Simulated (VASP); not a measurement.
Input of a VASP 6.6.1 run:

The input INCAR:

```
  PREC = Accurate
  ENCUT = 520
  EDIFF = 1E-6
  ISMEAR = 0
  SIGMA = 0.03
  LREAL = False
  LASPH = True
  NELM = 100
  ALGO = Normal
  ISIF = 2
  LWAVE = False
  LCHARG = True
  GGA = PS
  LELF = True
  LVHAR = True
  NBANDS = 26
```

KPOINTS

```
Automatic mesh
0
Gamma
  12 12 6
```

Contents of POSCAR:

```
SiGe
1.0
    4.0996738635      0.0000000000      0.0000000000
   -2.0498369318      3.5504217130      0.0000000000
    0.0000000000      0.0000000000      6.7733221500
Si Ge
2 2
Direct
    0.6666666667      0.3333333333      0.8746070000
    0.3333333333      0.6666666667      0.3746070000
    0.6666666667      0.3333333333      0.5003920000
    0.3333333333      0.6666666667      0.0003920000
```

Potentials or basis: VASP PAW PBE potentials, release 64 (Si, Ge_d).

The run is started by

```bash
$ cat potpaw_PBE.64/Si/POTCAR potpaw_PBE.64/Ge_d/POTCAR > POTCAR
$ mpirun -np 1 vasp_std > vasp.out
```

**Question.** What does it give for the band gap on the k mesh?

**Answer.** 0.02 eV, direct.

**Question.** Estimate the pressure.

**Answer.** -8.6 GPa.

Forces in eV/Å, atoms in the order of the input:
```
Si   0.000  0.000  0.039
Si   0.000  0.000  0.039
Ge   0.000  0.000 -0.039
Ge   0.000  0.000 -0.039
```

Caveat: the cell differs from its parent crystal (strain +0.050 along x and y, +0.050 along z); the PAW data sets were made with another functional, which shifts forces and pressure a little. A k mesh can miss the band edges.
